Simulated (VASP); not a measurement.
The system is Fe.

```
CELL_PARAMETERS angstrom
-1.44300 1.44300 1.44300
1.44300 -1.44300 1.44300
1.44300 1.44300 -1.44300
ATOMIC_POSITIONS crystal
Fe 0.00000 0.00000 0.00000
```

| Property | Result |
| --- | --- |
| Program | VASP 6.6.1 |
| Task | relaxation of cell and atoms |
| Functional | PBEsol |
| Potentials or basis | VASP PAW PBE potentials, release 64 (Fe) |
| Cutoff | 600 eV |
| k mesh | 22 × 22 × 22 |
| Occupations | methfessel-paxton, width 0.1 eV |
| Spin | collinear spin, ferromagnetic start |
| Starting moments | [2.3] μB |

At the start: pressure -17.6 GPa; volume 12.02 Å³/atom.

Q: Where does the relaxation end?

A: Over 3 steps the energy falls by 74.8 meV/atom and the volume is 10.84 Å³/atom (-9.8 %); space group Im-3m (No. 229, to 0.1 Å) before and after; moment 2.14 μB per cell.

Step by step:
```csv
step,energy change (eV),largest force (eV/Å),pressure (GPa),volume (Å³)
1,0.0000,0.0000,-17.64,12.02
2,-0.0033,0.0000,25.34,9.86
3,-0.0748,0.0000,0.03,10.84
```

Final structure:
```cif
data_structure
_symmetry_space_group_name_H-M 'P 1'
_symmetry_Int_Tables_number 1
_cell_length_a 2.4149
_cell_length_b 2.4149
_cell_length_c 2.4149
_cell_angle_alpha 109.471
_cell_angle_beta 109.471
_cell_angle_gamma 109.471
_cell_volume 10.84
loop_
_atom_site_label
_atom_site_type_symbol
_atom_site_fract_x
_atom_site_fract_y
_atom_site_fract_z
_atom_site_occupancy
Fe1 Fe 0.00000 0.00000 0.00000 1
```

Caveat: the PAW data sets were made with another functional, which shifts forces and pressure a little.
